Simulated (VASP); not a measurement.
# Ca3H2 (P-3m1) in VASP: further runs

The runs below take Ca3H2 through single point, with PBE.

Program: VASP 6.6.1. These are calculated values, not measurements. Logs are shortened: lines on timing, memory, paths and dates and some standing lists are left out, and cuts for length are marked.

## Step 1: The cell of the first run

Symmetry: P-3m1, No. 164, trigonal system. Conventional cell: a = 4.463 Å, b = 4.463 Å, c = 5.388 Å, α = 90.00°, β = 90.00°, γ = 120.00°. Within 3.5 Å of Ca (site symmetry -3m) lie 6 H at 2.68 Å and 6 Ca at 3.27 Å. Within 3.5 Å of Ca (site symmetry 3m) lie 5 H at 2.62 to 2.88 Å and 6 Ca at 2.91 to 3.27 Å. H (site symmetry 3m) has 8 Ca at 2.62 to 2.88 Å and 3 H at 2.97 Å within 3.5 Å.

## Step 2: Single point, PBE

INCAR

```
SYSTEM = Ca3H2
ALGO = Normal
EDIFF = 1E-6
ENCUT = 520
GGA = PE
ISIF = 2
ISMEAR = 0
LASPH = .TRUE.
LCHARG = .TRUE.
LELF = .TRUE.
LREAL = .FALSE.
LVHAR = .TRUE.
LWAVE = .FALSE.
NBANDS = 24
NELM = 80
PREC = Accurate
SIGMA = 0.1
```

KPOINTS

```
k-points
0
G
  6 6 4
  0 0 0
```

POSCAR

```
Ca3H2
1.0
    4.4626922313      0.0000000000      0.0000000000
   -2.2313461157      3.8648048416      0.0000000000
    0.0000000000      0.0000000000      5.3882893193
Ca H
3 2
Direct
    0.0000000000      0.0000000000      0.0000000000
    0.3333333333      0.6666666667      0.6250000000
    0.6666666667      0.3333333333      0.3750000000
    0.3333333333      0.6666666667      0.1380000000
    0.6666666667      0.3333333333      0.8620000000
```

Potentials or basis: VASP PAW PBE potentials, release 64 (Ca_sv, H).

On the command line:

```sh
cat potpaw_PBE.64/Ca_sv/POTCAR potpaw_PBE.64/H/POTCAR > POTCAR
mpirun -np 1 vasp_std > vasp.out
```

OUTCAR:

```text
SYSTEM = Ca3H2
   EDIFF = 1E-6
   ENCUT = 520
   GGA = PE
   ISIF = 2
   ISMEAR = 0
   LASPH = .TRUE.
   LREAL = .FALSE.
   NELM = 80
   PREC = Accurate

 ion  position               nearest neighbor table
   1  0.000  0.000  0.000-
   2  0.333  0.667  0.625-   3 2.91   3 2.91   3 2.91
   3  0.667  0.333  0.375-   2 2.91   2 2.91   2 2.91
   4  0.333  0.667  0.138-
   5  0.667  0.333  0.862-

  LATTYP: Found a hexagonal cell.
 ALAT       =     4.4626922313
 C/A-ratio  =     1.2074077799

  Lattice vectors:

 A1 = (   4.4626922313,   0.0000000000,   0.0000000000)
 A2 = (  -2.2313461157,   3.8648048416,   0.0000000000)
 A3 = (   0.0000000000,   0.0000000000,   5.3882893193)

Analysis of symmetry for initial positions (statically):
=====================================================================
 Subroutine PRICEL returns:
 Original cell was already a primitive cell.

 Routine SETGRP: Setting up the symmetry group for a
 hexagonal supercell.

 Subroutine GETGRP returns: Found 12 space group operations
 (whereof 12 operations were pure point group operations)
 out of a pool of 24 trial point group operations.

The static configuration has the point symmetry D_3d.

Analysis of symmetry for dynamics (positions and initial velocities):
=====================================================================
 Subroutine PRICEL returns:
 Original cell was already a primitive cell.

 Routine SETGRP: Setting up the symmetry group for a
 hexagonal supercell.

 Subroutine GETGRP returns: Found 12 space group operations
 (whereof 12 operations were pure point group operations)
 out of a pool of 24 trial point group operations.

The dynamic configuration has the point symmetry D_3d.

 Subroutine INISYM returns: Found 12 space group operations
 (whereof 12 operations are pure point group operations),
 and found     1 'primitive' translations

----------------------------------------------------------------------------------------

                                     Primitive cell

  volume of cell :      92.9342

  direct lattice vectors                    reciprocal lattice vectors
     4.462692231  0.000000000  0.000000000     0.224079983  0.129372639  0.000000000
    -2.231346116  3.864804842  0.000000000     0.000000000  0.258745277  0.000000000
     0.000000000  0.000000000  5.388289319     0.000000000  0.000000000  0.185587659

  length of vectors
     4.462692231  4.462692231  5.388289319     0.258745277  0.258745277  0.185587659

  position of ions in fractional coordinates (direct lattice)
     0.000000000  0.000000000  0.000000000
     0.333333333  0.666666667  0.625000000
     0.666666667  0.333333333  0.375000000
     0.333333333  0.666666667  0.138000000
     0.666666667  0.333333333  0.862000000

  ion indices of the primitive-cell ions
   primitive index   ion index
                 1           1
                 2           2
                 3           3
                 4           4
                 5           5

----------------------------------------------------------------------------------------

 KPOINTS: k-points

Automatic generation of k-mesh.
 Grid dimensions read from file:
 generate k-points for:    6    6    4

 Generating k-lattice:

  Cartesian coordinates                     Fractional coordinates (reciprocal lattice)
     0.037346664  0.021562106  0.000000000     0.166666667  0.000000000  0.000000000
     0.000000000  0.043124213  0.000000000     0.000000000  0.166666667  0.000000000
     0.000000000  0.000000000  0.046396915     0.000000000  0.000000000  0.250000000

  Length of vectors
     0.043124213  0.043124213  0.046396915

  Shift w.r.t. Gamma in fractional coordinates (k-lattice)
     0.000000000  0.000000000  0.000000000

 Subroutine IBZKPT returns following result:
 ===========================================

 Found     24 irreducible k-points:

 Following reciprocal coordinates:
            Coordinates               Weight
  0.000000  0.000000  0.000000      1.000000
  0.166667 -0.000000  0.000000      6.000000
  0.333333  0.000000  0.000000      6.000000
  0.500000  0.000000  0.000000      3.000000
  0.166667  0.166667  0.000000      6.000000
  0.333333  0.166667  0.000000     12.000000
[... 16 lines left out ...]
  0.333333  0.166667  0.500000     12.000000
  0.333333  0.333333  0.500000      2.000000
   k-points           NKPTS =     24   k-points in BZ     NKDIM =     24   number of bands    NBANDS=     24
   number of dos      NEDOS =    301   number of ions     NIONS =      5
   total plane-waves  NPLWV =  51840
   dimension x,y,z NGX =    36 NGY =   36 NGZ =   40
   dimension x,y,z NGXF=    72 NGYF=   72 NGZF=   80
   ions per type =               3   2
   NGX,Y,Z   is equivalent  to a cutoff of  13.41, 13.41, 12.34 a.u.
   NGXF,Y,Z  is equivalent  to a cutoff of  26.82, 26.82, 24.68 a.u.
 SYSTEM =  Ca3H2
   PREC   = accura    normal or accurate (medium, high low for compatibility)
   ISTART =      0    job   : 0-new  1-cont  2-samecut
   ICHARG =      2    charge: 1-file 2-atom 10-const
   ISPIN  =      1    spin polarized calculation?
   LNONCOLLINEAR =      F non collinear calculations
   LSORBIT =      F    spin-orbit coupling
   LASPH  =      T    aspherical Exc in radial PAW
   ENCUT  =  520.0 eV  38.22 Ry    6.18 a.u.   8.30  8.30 10.02*2*pi/ulx,y,z
   NELM   =     80;   NELMIN=  2; NELMDL= -5     # of ELM steps
   EDIFF  = 0.1E-05   stopping-criterion for ELM
   LREAL  =      F    real-space projection
   EDIFFG = 0.1E-04   stopping-criterion for IOM
   NSW    =      0    number of steps for IOM
   IBRION =     -1    ionic relax: 0-MD 1-quasi-New 2-CG
   NFREE  =      0    steps in history (QN), initial steepest desc. (CG)
   ISIF   =      2    stress and relaxation
   ISYM   =      2    0-nonsym 1-usesym 2-fastsym
   POTIM  = 0.5000    time-step for ionic-motion
   TEBEG  =    0.0;   TEEND  =   0.0 temperature during run
   PSTRESS=    0.0 pullay stress
   NELECT =      32.0000    total number of electrons
   NUPDOWN=      -1.0000    fix difference up-down
   EMIN   =  10.00;   EMAX   =-10.00  energy-range for DOS
   EFERMI =   0.00;   METHOD = LEGACY
   ISMEAR =     0;   SIGMA  =   0.10  broadening in eV -4-tet -1-fermi 0-gaus
   EFERMI_NEDOS =   21; number of points for ismear=-14 and -15
   IALGO  =     38    algorithm
   IMIX   =      4    mixing-type and parameters
     AMIX     =   0.40;   BMIX     =  1.00
     AMIX_MAG =   1.60;   BMIX_MAG =  1.00
  volume/ion in A,a.u.               =      18.59       125.43
  Fermi-wavevector in a.u.,A,eV,Ry     =   1.147448  2.168362 17.913933  1.316637
  Thomas-Fermi vector in A             =   2.284128
   LORBIT       =      0    0 simple, 1 ext, 2 COOP (PROOUT), +10 PAW based schemes
   GGA     = PE    functional components
   LHFCALC =     F    Hartree Fock is set to
   AEXX    =    0.0000 exact exchange contribution
   IVDW    =     0    specifies the selected vdW correction
   LEPSILON=     F    determine dielectric tensor
   LRPA    =     F    only Hartree local field effects (RPA)
 non-spin polarized calculation
 Gauss-broadening in eV      SIGMA  =   0.10
  energy-cutoff  :      520.00
  volume of cell :       92.93
 maximum number of plane-waves:      2538
 NGX is ok and might be reduce to    36
   NGX = 17   NGY = 17   NGZ = 21

 number of electron      31.9999992 magnetization

 Free energy of the ion-electron system (eV)
  ---------------------------------------------------
  ext. energy  EPLUGINS =         0.00000000
  ---------------------------------------------------
  free energy    TOTEN  =       -11.02737448 eV

  energy without entropy =      -11.00588482  energy(sigma->0) =      -11.01662965

 E-fermi :   4.0733     XC(G=0):  -9.0915

 val. band max:        4.0686873105   @ k =   0.3333   0.3333   0.2500
 cond. band min:       4.0742216702   @ k =   0.5000   0.0000   0.0000
 fundamental gap:      0.0055343597
 Fermi energy:         4.0733013209

 k-point     1 :       0.0000    0.0000    0.0000
  band No.  band energies     occupation
      1     -38.0722      2.00000
      2     -37.8357      2.00000
      3     -37.8306      2.00000
      4     -19.2661      2.00000
      5     -19.2661      2.00000
      6     -19.1275      2.00000
[... 16 lines left out ...]
     23       7.4095      0.00000
     24       7.4858      0.00000

 k-point     2 :       0.1667   -0.0000    0.0000
  band No.  band energies     occupation
      1     -38.0570      2.00000
      2     -37.8490      2.00000
      3     -37.8317      2.00000
      4     -19.3275      2.00000
      5     -19.2985      2.00000
      6     -19.1829      2.00000
[... 16 lines left out ...]
     23       6.8076      0.00000
     24       7.1261      0.00000

 k-point     3 :       0.3333    0.0000    0.0000
  band No.  band energies     occupation
      1     -38.0182      2.00000
      2     -37.8842      2.00000
      3     -37.8338      2.00000
      4     -19.3677      2.00000
      5     -19.3514      2.00000
      6     -19.2499      2.00000
[... 16 lines left out ...]
     23       6.1579      0.00000
     24       7.1763      0.00000
[... 514 lines left out ...]
 k-point    23 :       0.3333    0.1667    0.5000
  band No.  band energies     occupation
      1     -37.9866      2.00000
      2     -37.9129      2.00000
      3     -37.8358      2.00000
      4     -19.4111      2.00000
      5     -19.3639      2.00000
      6     -19.2816      2.00000
[... 16 lines left out ...]
     23       6.8552      0.00000
     24       6.9776      0.00000

 k-point    24 :       0.3333    0.3333    0.5000
  band No.  band energies     occupation
      1     -37.9485      2.00000
      2     -37.9485      2.00000
      3     -37.8380      2.00000
      4     -19.4320      2.00000
      5     -19.3542      2.00000
      6     -19.3542      2.00000
[... 16 lines left out ...]
     23       6.1947      0.00000
     24       6.4598      0.00000

------------------------ aborting loop because EDIFF is reached ----------------------------------------

  FORCE on cell =-STRESS in cart. coord.  units (eV):
  Direction    XX          YY          ZZ          XY          YZ          ZX
  --------------------------------------------------------------------------------------
  -------------------------------------------------------------------------------------
  Total        3.8411981      3.8411981      1.5037267     -0.0000000     -0.0000000     -0.0000000
  in kB       66.2219363     66.2219363     25.9241238     -0.0000000     -0.0000000     -0.0000000
  external PRESSURE =      52.7893321 kB  Pullay stress =       0.0000000 kB

 VOLUME and BASIS-vectors are now :
 -----------------------------------------------------------------------------
  energy-cutoff  :      520.00
  volume of cell :       92.93
      direct lattice vectors                 reciprocal lattice vectors
     4.462692231  0.000000000  0.000000000     0.224079983  0.129372639  0.000000000
    -2.231346116  3.864804842  0.000000000     0.000000000  0.258745277  0.000000000
     0.000000000  0.000000000  5.388289319     0.000000000  0.000000000  0.185587659

 POSITION                                       TOTAL-FORCE (eV/Angst)
 -----------------------------------------------------------------------------------
      0.00000      0.00000      0.00000         0.000000      0.000000      0.000000
     -0.00000      2.57654      3.36768        -0.000000      0.000000      0.738470
      2.23135      1.28827      2.02061        -0.000000      0.000000     -0.738470
     -0.00000      2.57654      0.74358         0.000000     -0.000000      0.149030
      2.23135      1.28827      4.64471         0.000000      0.000000     -0.149030
 -----------------------------------------------------------------------------------
    total drift:                               -0.000000      0.000000     -0.000000

  FREE ENERGIE OF THE ION-ELECTRON SYSTEM (eV)
  ---------------------------------------------------
  free  energy   TOTEN  =       -11.0273744844 eV

  energy  without entropy=      -11.0058848197  energy(sigma->0) =      -11.01662965
```

Run time: 42 s. Hardware: 1 thread of Intel Xeon Platinum 8488C (Sapphire Rapids), shared host; peak memory 0.23 GiB.

Results:

- Free energy: -11.0274 eV
- Pressure: 5.3 GPa
- Largest force: 0.738 eV/Å
- Band gap on the k mesh: zero (band 16 reaches 4.42 eV, above the bottom of band 17 at 3.51 eV)

Forces on the atoms (eV/Å):
```
Ca   0.000  0.000  0.000
Ca   0.000  0.000  0.738
Ca   0.000  0.000 -0.738
H    0.000  0.000  0.149
H    0.000  0.000 -0.149
```

## Step 3: Single point, PBE

This run uses another cell than the first one, of 24.73 Å³/atom, 1.331 times its volume.

INCAR

```
SYSTEM = Ca3H2
PREC = Accurate
ENCUT = 520
EDIFF = 1E-6
ISMEAR = 0
SIGMA = 0.1
LREAL = .False.
LASPH = .True.
NELM = 80
ALGO = Normal
ISIF = 2
LWAVE = .False.
LCHARG = .False.
GGA = PE
NBANDS = 24
```

KPOINTS

```
regular mesh
0
Gamma
  6 6 4
  0 0 0
```

POSCAR

```
Ca3H2
1.0
    5.6884963850      0.0000000000      0.0000000000
   -2.8442481925      4.9263823787      0.0000000000
    0.0000000000      0.0000000000      4.4131645715
Ca H
3 2
Direct
    0.0000000000      0.0000000000      0.0000000000
    0.3333333333      0.6666666667      0.6462374423
    0.6666666667      0.3333333333      0.3537625577
    0.3333333333      0.6666666667      0.1436679326
    0.6666666667      0.3333333333      0.8563320674
```

Potentials or basis: VASP PAW PBE potentials, release 64 (Ca_sv, H).

On the command line:

```sh
cat potpaw_PBE.64/Ca_sv/POTCAR potpaw_PBE.64/H/POTCAR > POTCAR
mpirun -np 1 vasp_std > vasp.out
```

It took 71 s on 1 thread of Intel Xeon Platinum 8488C (Sapphire Rapids), shared host; peak memory 0.26 GiB.

The run converged. Its results:

| Quantity | Value |
| --- | --- |
| Free energy | -12.0447 eV |
| Pressure | 0.0 GPa |
| Largest force | 0.008 eV/Å |
| Band gap on the k mesh | zero (band 16 reaches 2.75 eV, above the bottom of band 17 at 1.68 eV) |

Forces on the atoms (eV/Å):
```
Ca   0.000  0.000  0.000
Ca   0.000  0.000  0.000
Ca   0.000  0.000  0.000
H    0.000  0.000  0.008
H    0.000  0.000 -0.008
```

Levels at points of the mesh, in eV from the Fermi level:
```
           k point  band 12  band 13  band 14  band 15  band 16  band 17  band 18  band 19  band 20  band 21
(0.00, 0.00, 0.00)   -22.70    -5.86    -3.86    -1.34     0.31     0.31     0.43     0.43     1.49     1.49
(0.50, 0.00, 0.00)   -22.70    -5.01    -4.58    -2.02     0.06     0.39     0.58     1.35     1.46     1.58
(0.00, 0.00, 0.50)   -22.75    -4.51    -3.52    -0.82    -0.16    -0.16     0.60     0.60     0.83     0.83
(0.50, 0.00, 0.50)   -22.74    -3.84    -3.62    -1.37    -0.87     0.37     0.38     0.50     0.98     1.09
```

[end of part 1 of 2]
